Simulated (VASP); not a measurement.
Here is a VASP 6.6.1 calculation.

File INCAR:

```
SYSTEM = ZrN
ALGO = Normal ; EDIFF = 1E-6
ENCUT = 600 ; GGA = PS
GGA_COMPAT = .False. ; ISIF = 2
ISMEAR = 0 ; ISYM = 0
LASPH = .True. ; LCHARG = .False.
LREAL = .False. ; LWAVE = .False.
NBANDS = 16 ; NELM = 120
PREC = Accurate ; SIGMA = 0.1
```

The input KPOINTS:

```
k-points
0
Gamma
  11 8 21
  0 0 0
```

The input POSCAR:

```
ZrN
1.0
    3.2188796042      0.0000000000      0.0000000000
    0.0000000000      4.5521831919      0.0000000000
    1.6094398021      2.2760915960      1.6094398021
Zr N
1 1
Direct
    0.0000000000      0.0000000000      0.0000000000
    0.0000000000      0.5000000000      0.0000000000
```

Potentials or basis: VASP PAW PBE potentials, release 64 (Zr_sv, N).

The run is started by

```sh
$ cat potpaw_PBE.64/Zr_sv/POTCAR potpaw_PBE.64/N/POTCAR > POTCAR
$ mpirun -np 1 vasp_std > vasp.out
```

Q: What does it give for the pressure?

A: 0.3 GPa.

Q: Estimate the band gap on the k mesh.

A: Zero (an odd number of electrons rules out a gap without spin polarisation).

Caveat: the PAW data sets were made with another functional, which shifts forces and pressure a little; an odd number of electrons without spin polarisation forces a metal; a magnetic or distorted state may lie lower.
